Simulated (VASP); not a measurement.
## Ru: single point with PBE

The system is Ru.

```
CELL_PARAMETERS angstrom
2.70580 0.00000 0.00000
-1.35290 2.34329 0.00000
0.00000 0.00000 4.28190
ATOMIC_POSITIONS crystal
Ru 0.66667 0.33333 0.75000
Ru 0.33333 0.66667 0.25000
```

| Item | Value |
| --- | --- |
| Program | VASP 6.6.1 |
| Task | single point |
| Functional | PBE |
| Potentials or basis | VASP PAW PBE potentials, release 64 (Ru_pv) |
| Cutoff | 520 eV |
| k mesh | 11 × 11 × 6 |
| Occupations | gaussian, width 0.014 eV |
| Spin | no spin polarisation |
| Dipole correction | no |
| Further INCAR settings | ALGO = Normal; EDIFF = 1e-07; NBANDS = 21 |

* Pressure: 4.4 GPa
* Band gap on the k mesh: zero (band 14 reaches 14.34 eV, above the bottom of band 15 at 11.27 eV)

Stress tensor (GPa, compression positive):
```
4.38 0.00 0.00
0.00 4.38 0.00
0.00 0.00 4.50
```

Levels at points of the mesh, in eV from the Fermi level:
```csv
k point,band 10,band 11,band 12,band 13,band 14,band 15,band 16,band 17,band 18,band 19
"(0.00, 0.00, 0.00)",-2.54,-2.37,-1.86,-1.86,-1.34,-1.34,1.24,1.24,1.34,10.34
"(0.00, 0.00, 0.50)",-2.71,-2.71,-2.71,-2.66,-2.66,0.60,0.60,0.60,0.60,10.48
```

It took 12 s on 1 thread of Intel(R) Xeon(R) 6975P-C (Granite Rapids), on a shared host, peak memory 0.15 GiB.
